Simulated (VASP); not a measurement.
# CdSe (Cadmoselite): relaxation of shape and atoms at fixed volume with PBE

The system is CdSe (Cadmoselite).

```
CELL_PARAMETERS angstrom
4.13409 0.00000 0.00000
-2.06705 3.58023 0.00000
0.00000 0.00000 6.75513
ATOMIC_POSITIONS crystal
Cd 0.33333 0.66667 0.00484
Cd 0.66667 0.33333 0.50484
Se 0.33333 0.66667 0.38016
Se 0.66667 0.33333 0.88016
```

This cell differs from its parent crystal: volume scaled by 0.840.

```json
{
 "Program": "VASP 6.6.1",
 "Task": "relaxation of shape and atoms at fixed volume",
 "Functional": "PBE",
 "Potentials or basis": "VASP PAW PBE potentials, release 64 (Cd, Se)",
 "Cutoff": "600 eV",
 "k mesh": "10 × 10 × 6",
 "Occupations": "gaussian, width 0.05 eV",
 "Spin": "no spin polarisation",
 "Dipole correction": "no",
 "Further INCAR settings": "ALGO = Normal; EDIFF = 1e-07; IBRION = 2; EDIFFG = -0.01; NSW = 60; ISIF = 4"
}
```

```yaml
Energy_gained_by_relaxing: 0.1 meV/atom
Ionic_steps: 8
Pressure_after_relaxing: 12.1 GPa
Largest_force_after_relaxing: 0.007 eV/Å
Band_gap_on_the_k_mesh: 0.90 eV, direct
```

Forces on the atoms (eV/Å):
```
Cd   0.000  0.000 -0.007
Cd   0.000  0.000 -0.007
Se   0.000  0.000  0.007
Se   0.000  0.000  0.007
```

Step by step:
```tsv
step	energy change (eV)	largest force (eV/Å)	pressure (GPa)	volume (Å³)
1	0.0000	0.0166	12.16	99.98
2	-0.0001	0.0125	12.16	99.98
3	-0.0002	0.0001	12.15	99.98
4	-0.0003	0.0257	12.14	99.98
5	-0.0004	0.0242	12.14	99.98
6	-0.0004	0.0195	12.14	99.98
7	-0.0005	0.0102	12.14	99.98
8	-0.0005	0.0071	12.13	99.98
```

Final structure:
```
Cd Se
1.0
     4.12038    0.00000    0.00000
    -2.06019    3.56836    0.00000
     0.00000    0.00000    6.80015
Cd Se
2 2
Direct
  0.33333 0.66667 0.00644
  0.66667 0.33333 0.50644
  0.33333 0.66667 0.37856
  0.66667 0.33333 0.87856
```

Levels at points of the mesh, in eV from the valence-band top:
```csv
k point,band 16,band 17,band 18,band 19,band 20,band 21
"(0.00, 0.00, 0.00)",-0.12,0.00,0.00,0.90,2.40,5.87
"(0.50, 0.00, 0.00)",-2.28,-1.73,-0.93,3.31,3.39,4.63
"(0.00, 0.00, 0.50)",-0.50,-0.50,-0.50,2.60,2.60,5.99
"(0.50, 0.00, 0.50)",-1.74,-1.66,-1.66,2.89,2.89,4.84
```

Run time: 9.9 min on 1 thread of Oxide Virtual Turin-like Processor (shared host), peak memory 0.31 GiB.

Caveat: the cell differs from its parent crystal (volume scaled by 0.840).
